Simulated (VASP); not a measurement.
# PbO2 (P1) in VASP: single point with PBEsol

Aim: the single point of PbO2 with PBEsol.

All numbers are computed with VASP 6.6.1; they aren't measurements. Logs are shortened: lines on timing, memory, paths and dates and some standing lists are left out, and cuts for length are marked.

## 1. The cell of the first run

The typed cell holds 24 atoms: a = 7.518 Å, b = 7.518 Å, c = 7.518 Å, α = 60.00°, β = 60.00°, γ = 60.00°.

## 2. Single point, PBEsol

INCAR

```
SYSTEM = PbO2
  PREC = Accurate
  ENCUT = 520
  EDIFF = 1E-7
  ISMEAR = -1
  SIGMA = 0.039
  LREAL = Auto
  LASPH = .True.
  NELM = 100
  ALGO = Normal
  ISIF = 2
  LWAVE = .False.
  LCHARG = .False.
  GGA = PS
  NBANDS = 122
```

KPOINTS

```
regular mesh
0
Gamma
  2 2 2
  0 0 0
```

POSCAR

```
PbO2
1.0
    0.0000000000      5.3163399384      5.3163399384
    5.3163399384      0.0000000000      5.3163399384
    5.3163399384      5.3163399384      0.0000000000
Pb O
8 16
Direct
   -0.0025212835      0.0046562109      0.0015365835
   -0.0072426708      0.0107119749      0.4983756740
    0.0144772533      0.4882135134     -0.0010198746
   -0.0061860228      0.4926285810      0.5144915547
    0.4979747403     -0.0020333538     -0.0027823653
    0.4999303150      0.0004485229      0.4975296032
    0.5025071818      0.5041594464      0.0036969043
    0.4961947563      0.5096619162      0.4865307768
    0.1438035394      0.1241437733      0.1104253127
    0.3730364354      0.3555687789      0.3770685327
    0.1072858407      0.1242053758      0.6408837733
    0.3919146488      0.3648114158      0.8894033404
    0.1016393809      0.6191909355      0.1468398389
    0.3822976001      0.8912878136      0.3614535606
    0.1599796119      0.6018448852      0.6232065741
    0.3752568540      0.8622733033      0.8678209169
    0.6516147463      0.1190521124      0.1199378722
    0.8659654110      0.3612373404      0.3708018153
    0.6049530386      0.1207622175      0.6340275526
    0.8872986970      0.3822807653      0.8674333382
    0.6138429893      0.6194985720      0.1352767145
    0.8979941191      0.8591461518      0.3926707141
    0.6388984789      0.6263829135      0.6073179175
    0.8672329184      0.8589243827      0.8766852861
```

Potentials or basis: VASP PAW PBE potentials, release 64 (Pb_d, O).

Run with:

```console
$ cat potpaw_PBE.64/Pb_d/POTCAR potpaw_PBE.64/O/POTCAR > POTCAR
$ mpirun -np 1 vasp_std > vasp.out
```

OUTCAR:

```text
SYSTEM = PbO2
   PREC = Accurate
   ENCUT = 520
   EDIFF = 1E-7
   ISMEAR = -1
   LREAL = Auto
   LASPH = .True.
   NELM = 100
   ISIF = 2
   GGA = PS

 ion  position               nearest neighbor table
   1  0.997  0.005  0.002-  17 2.12  11 2.22   9 2.30  20 2.32  16 2.32  13 2.37  22 2.41  24 2.46
                             4 3.67   3 3.69   5 3.72   6 3.74   7 3.74   2 3.74   2 3.78   7 3.78
   2  0.993  0.011  0.498-  18 2.16  22 2.17  11 2.28  24 2.33  19 2.38   9 2.39  14 2.39  15 2.52
                             3 3.68   4 3.69   5 3.74   1 3.74   8 3.74   6 3.75   6 3.77   8 3.78
   3  0.014  0.488  0.999-   9 2.24  20 2.24  13 2.26  24 2.28  18 2.29  15 2.31  12 2.32  21 2.46
                             5 3.66   2 3.68   1 3.69   4 3.71   8 3.74   7 3.75   7 3.77   8 3.78
   4  0.994  0.493  0.514-  20 2.17  23 2.19  22 2.26  13 2.26  11 2.26  10 2.33  15 2.37  18 2.47
                             1 3.67   7 3.69   2 3.69   3 3.71   8 3.74   6 3.75   6 3.77   8 3.79
   5  0.498  0.998  0.997-   9 2.17  19 2.23  14 2.24  12 2.26  24 2.27  21 2.32  16 2.38  17 2.44
                             3 3.66   7 3.67   8 3.68   1 3.72   2 3.74   6 3.74   6 3.78   2 3.78
   6  0.500  0.000  0.498-  10 2.18  19 2.22  14 2.23  16 2.28  23 2.30  17 2.32  11 2.41  22 2.45
                             1 3.74   5 3.74   8 3.75   2 3.75   7 3.75   4 3.75   4 3.77   7 3.77
   7  0.503  0.504  0.004-  21 2.20  16 2.20  12 2.24  10 2.30  20 2.36  17 2.37  23 2.43  13 2.46
                             8 3.63   5 3.67   4 3.69   1 3.74   3 3.75   6 3.75   6 3.77   3 3.77
   8  0.496  0.510  0.487-  15 2.07  21 2.16  18 2.28  23 2.34  14 2.35  10 2.38  19 2.39  12 2.48
                             7 3.63   5 3.68   4 3.74   3 3.74   2 3.74   6 3.75   6 3.77   2 3.78
   9  0.144  0.124  0.110-   5 2.17   3 2.24   1 2.30   2 2.39
  10  0.373  0.356  0.377-   6 2.18   7 2.30   4 2.33   8 2.38
  11  0.107  0.124  0.641-   1 2.22   4 2.26   2 2.28   6 2.41
  12  0.392  0.365  0.889-   7 2.24   5 2.26   3 2.32   8 2.48
  13  0.102  0.619  0.147-   3 2.26   4 2.26   1 2.37   7 2.46
  14  0.382  0.891  0.361-   6 2.23   5 2.24   8 2.35   2 2.39
[... 8 lines left out ...]
  23  0.639  0.626  0.607-   4 2.19   6 2.30   8 2.34   7 2.43
  24  0.867  0.859  0.877-   5 2.27   3 2.28   2 2.33   1 2.46

  LATTYP: Found a face centered cubic cell.
 ALAT       =    10.6326798768

  Lattice vectors:

 A1 = (   0.0000000000,   5.3163399384,   5.3163399384)
 A2 = (   5.3163399384,   0.0000000000,   5.3163399384)
 A3 = (   5.3163399384,   5.3163399384,   0.0000000000)

Analysis of symmetry for initial positions (statically):
=====================================================================
 Subroutine PRICEL returns:
 Original cell was already a primitive cell.

 Routine SETGRP: Setting up the symmetry group for a
 face centered cubic supercell.

 Subroutine GETGRP returns: Found  1 space group operations
 (whereof  1 operations were pure point group operations)
 out of a pool of 48 trial point group operations.

The static configuration has the point symmetry C_1 .

Analysis of symmetry for dynamics (positions and initial velocities):
=====================================================================
 Subroutine PRICEL returns:
 Original cell was already a primitive cell.

 Routine SETGRP: Setting up the symmetry group for a
 face centered cubic supercell.

 Subroutine GETGRP returns: Found  1 space group operations
 (whereof  1 operations were pure point group operations)
 out of a pool of 48 trial point group operations.

The dynamic configuration has the point symmetry C_1 .

 Subroutine INISYM returns: Found  1 space group operations
 (whereof  1 operations are pure point group operations),
 and found     1 'primitive' translations

----------------------------------------------------------------------------------------

                                     Primitive cell

  volume of cell :     300.5164

  direct lattice vectors                    reciprocal lattice vectors
     0.000000000  5.316339938  5.316339938    -0.094049667  0.094049667  0.094049667
     5.316339938  0.000000000  5.316339938     0.094049667 -0.094049667  0.094049667
     5.316339938  5.316339938  0.000000000     0.094049667  0.094049667 -0.094049667

  length of vectors
     7.518440043  7.518440043  7.518440043     0.162898801  0.162898801  0.162898801

  position of ions in fractional coordinates (direct lattice)
     0.997478716  0.004656211  0.001536583
     0.992757329  0.010711975  0.498375674
     0.014477253  0.488213513  0.998980125
     0.993813977  0.492628581  0.514491555
     0.497974740  0.997966646  0.997217635
     0.499930315  0.000448523  0.497529603
[... 16 lines left out ...]
     0.638898479  0.626382914  0.607317917
     0.867232918  0.858924383  0.876685286

  ion indices of the primitive-cell ions
   primitive index   ion index
                 1           1
                 2           2
                 3           3
                 4           4
                 5           5
                 6           6
[... 16 lines left out ...]
                23          23
                24          24

----------------------------------------------------------------------------------------

 KPOINTS: regular mesh

Automatic generation of k-mesh.
 Grid dimensions read from file:
 generate k-points for:    2    2    2

 Generating k-lattice:

  Cartesian coordinates                     Fractional coordinates (reciprocal lattice)
    -0.047024833  0.047024833  0.047024833     0.500000000  0.000000000  0.000000000
     0.047024833 -0.047024833  0.047024833     0.000000000  0.500000000  0.000000000
     0.047024833  0.047024833 -0.047024833     0.000000000  0.000000000  0.500000000

  Length of vectors
     0.081449401  0.081449401  0.081449401

  Shift w.r.t. Gamma in fractional coordinates (k-lattice)
     0.000000000  0.000000000  0.000000000

 Subroutine IBZKPT returns following result:
 ===========================================

 Found      8 irreducible k-points:

 Following reciprocal coordinates:
            Coordinates               Weight
  0.000000  0.000000  0.000000      1.000000
  0.500000  0.000000  0.000000      1.000000
  0.000000  0.500000  0.000000      1.000000
  0.000000  0.000000  0.500000      1.000000
  0.500000  0.500000  0.500000      1.000000
  0.500000  0.500000  0.000000      1.000000
  0.000000  0.500000  0.500000      1.000000
  0.500000  0.000000  0.500000      1.000000
   k-points           NKPTS =      8   k-points in BZ     NKDIM =      8   number of bands    NBANDS=    122
   number of dos      NEDOS =    301   number of ions     NIONS =     24
   total plane-waves  NPLWV = 175616
   dimension x,y,z NGX =    56 NGY =   56 NGZ =   56
   dimension x,y,z NGXF=   112 NGYF=  112 NGZF=  112
   ions per type =               8  16
   NGX,Y,Z   is equivalent  to a cutoff of  12.38, 12.38, 12.38 a.u.
   NGXF,Y,Z  is equivalent  to a cutoff of  24.77, 24.77, 24.77 a.u.
 SYSTEM =  PbO2
   PREC   = accura    normal or accurate (medium, high low for compatibility)
   ISTART =      0    job   : 0-new  1-cont  2-samecut
   ICHARG =      2    charge: 1-file 2-atom 10-const
   ISPIN  =      1    spin polarized calculation?
   LNONCOLLINEAR =      F non collinear calculations
   LSORBIT =      F    spin-orbit coupling
   LASPH  =      T    aspherical Exc in radial PAW
   ENCUT  =  520.0 eV  38.22 Ry    6.18 a.u.  13.98 13.98 13.98*2*pi/ulx,y,z
   NELM   =    100;   NELMIN=  2; NELMDL= -5     # of ELM steps
   EDIFF  = 0.1E-06   stopping-criterion for ELM
   LREAL  =      T    real-space projection
   EDIFFG = 0.1E-05   stopping-criterion for IOM
   NSW    =      0    number of steps for IOM
   IBRION =     -1    ionic relax: 0-MD 1-quasi-New 2-CG
   NFREE  =      0    steps in history (QN), initial steepest desc. (CG)
   ISIF   =      2    stress and relaxation
   ISYM   =      2    0-nonsym 1-usesym 2-fastsym
   POTIM  = 0.5000    time-step for ionic-motion
   TEBEG  =    0.0;   TEEND  =   0.0 temperature during run
   PSTRESS=    0.0 pullay stress
   NELECT =     208.0000    total number of electrons
   NUPDOWN=      -1.0000    fix difference up-down
   EMIN   =  10.00;   EMAX   =-10.00  energy-range for DOS
   EFERMI =   0.00;   METHOD = LEGACY
   ISMEAR =    -1;   SIGMA  =   0.04  broadening in eV -4-tet -1-fermi 0-gaus
   EFERMI_NEDOS =   21; number of points for ismear=-14 and -15
   IALGO  =     38    algorithm
   IMIX   =      4    mixing-type and parameters
     AMIX     =   0.40;   BMIX     =  1.00
     AMIX_MAG =   1.60;   BMIX_MAG =  1.00
  volume/ion in A,a.u.               =      12.52        84.50
  Fermi-wavevector in a.u.,A,eV,Ry     =   1.448127  2.736562 28.532379  2.097071
  Thomas-Fermi vector in A             =   2.566003
   LORBIT       =      0    0 simple, 1 ext, 2 COOP (PROOUT), +10 PAW based schemes
   GGA     = PS    functional components
   LHFCALC =     F    Hartree Fock is set to
   AEXX    =    0.0000 exact exchange contribution
   IVDW    =     0    specifies the selected vdW correction
   LEPSILON=     F    determine dielectric tensor
   LRPA    =     F    only Hartree local field effects (RPA)
 non-spin polarized calculation
  energy-cutoff  :      520.00
  volume of cell :      300.52
 maximum number of plane-waves:      8144
 NGX is ok and might be reduce to    56
   NGX = 27   NGY = 27   NGZ = 27

 number of electron     208.0000001 magnetization

 Free energy of the ion-electron system (eV)
  ---------------------------------------------------
  ext. energy  EPLUGINS =         0.00000000
  ---------------------------------------------------
  free energy    TOTEN  =      -134.06823538 eV

  energy without entropy =     -134.04174637  energy(sigma->0) =     -134.05499087

 E-fermi :   6.1380     XC(G=0): -11.6869

 val. band max:        6.1084971138   @ k =   0.0000   0.5000   0.5000
 cond. band min:       7.3566194013   @ k =   0.5000   0.5000   0.0000
 fundamental gap:      1.2481222875
 Fermi energy:         6.1379853191

 k-point     1 :       0.0000    0.0000    0.0000
  band No.  band energies     occupation
      1     -12.8592      2.00000
      2     -12.1913      2.00000
      3     -12.1792      2.00000
      4     -12.1281      2.00000
      5     -12.1012      2.00000
      6     -11.9553      2.00000
[... 941 lines left out ...]
    115      13.1989      0.00000
    116      13.2432      0.00000
 [bands above 116 left out]

------------------------ aborting loop because EDIFF is reached ----------------------------------------

  FORCE on cell =-STRESS in cart. coord.  units (eV):
  Direction    XX          YY          ZZ          XY          YZ          ZX
  --------------------------------------------------------------------------------------
  -------------------------------------------------------------------------------------
  Total        5.2109999      5.9048788      6.1774080     -0.6106683     -0.2293937     -0.6795557
  in kB       27.7819946     31.4813501     32.9343157     -3.2557251     -1.2229929     -3.6229925
  external PRESSURE =      30.7325535 kB  Pullay stress =       0.0000000 kB

 VOLUME and BASIS-vectors are now :
 -----------------------------------------------------------------------------
  energy-cutoff  :      520.00
  volume of cell :      300.52
      direct lattice vectors                 reciprocal lattice vectors
     0.000000000  5.316339938  5.316339938    -0.094049667  0.094049667  0.094049667
     5.316339938  0.000000000  5.316339938     0.094049667 -0.094049667  0.094049667
     5.316339938  5.316339938  0.000000000     0.094049667  0.094049667 -0.094049667

 POSITION                                       TOTAL-FORCE (eV/Angst)
 -----------------------------------------------------------------------------------
      0.03292      5.31110      5.32769        -0.655313      0.826559     -0.428591
      2.70648      7.92737      5.33478        -0.305089      0.793415     -0.630837
      7.90643      5.38788      2.67247         0.432034     -0.121808      0.589135
      5.35419      8.01866      7.90243        -0.748017     -0.253584      0.915791
     10.60708      7.94895      7.95293        -0.370242      0.476342      0.628861
      2.64742      5.30284      2.66018        -0.433863      0.321093     -0.026066
[... 16 lines left out ...]
      6.55877      6.62531      6.72667         0.032968     -0.300209     -0.450612
      9.22709      9.27126      9.17684        -0.360938     -0.154298      0.231787
 -----------------------------------------------------------------------------------
    total drift:                               -0.008309      0.000095      0.003534

  FREE ENERGIE OF THE ION-ELECTRON SYSTEM (eV)
  ---------------------------------------------------
  free  energy   TOTEN  =      -134.0682353799 eV

  energy  without entropy=     -134.0417463700  energy(sigma->0) =     -134.05499087
```

It took 6 min on 1 thread of Intel Xeon 6975P-C (Granite Rapids), shared host; peak memory 0.5 GiB.

What came out:

```yaml
Free_energy: -134.0682 eV
Pressure: 3.1 GPa
Largest_force: 1.496 eV/Å
Band_gap_on_the_k_mesh: zero (bands 104 and 105 overlap by 0.10 eV)
```

Forces in eV/Å, atoms in the order of the input:
```
Pb  -0.655  0.827 -0.429
Pb  -0.305  0.793 -0.631
Pb   0.432 -0.122  0.589
Pb  -0.748 -0.254  0.916
Pb  -0.370  0.476  0.629
Pb  -0.434  0.321 -0.026
Pb  -0.653 -0.246 -0.830
Pb  -0.194  1.483 -0.020
O   -0.081 -0.533 -0.721
O    0.003 -0.678  0.205
O   -0.373 -0.300 -0.126
O    0.422  0.023  0.504
O   -0.023 -0.216  0.433
O    0.515 -0.092 -0.333
O    0.768 -0.360 -0.222
O    0.245 -0.009 -0.484
O    0.118  0.219 -0.052
O    0.087  0.035  0.035
O    0.304 -0.025  0.417
O    0.932 -0.068 -0.247
O   -0.071 -0.440  0.190
O    0.410 -0.382  0.419
O    0.033 -0.300 -0.451
O   -0.361 -0.154  0.232
```

Stress tensor (GPa, compression positive):
```
 2.78 -0.33 -0.36
-0.33  3.15 -0.12
-0.36 -0.12  3.29
```

Caveat: the k points lie up to 0.51 Å⁻¹ apart; the atoms stand as in a frame of molecular dynamics; the structure was generated, so it needn't be the stable form of PbO2; semilocal functionals underestimate gaps, and a narrow one can read as zero; the PAW data sets were made with another functional, which shifts forces and pressure a little; spin-orbit coupling is left out, which moves the levels of the heavy elements.

The gap in the log of VASP goes by the Fermi energy; the results here count the filled bands.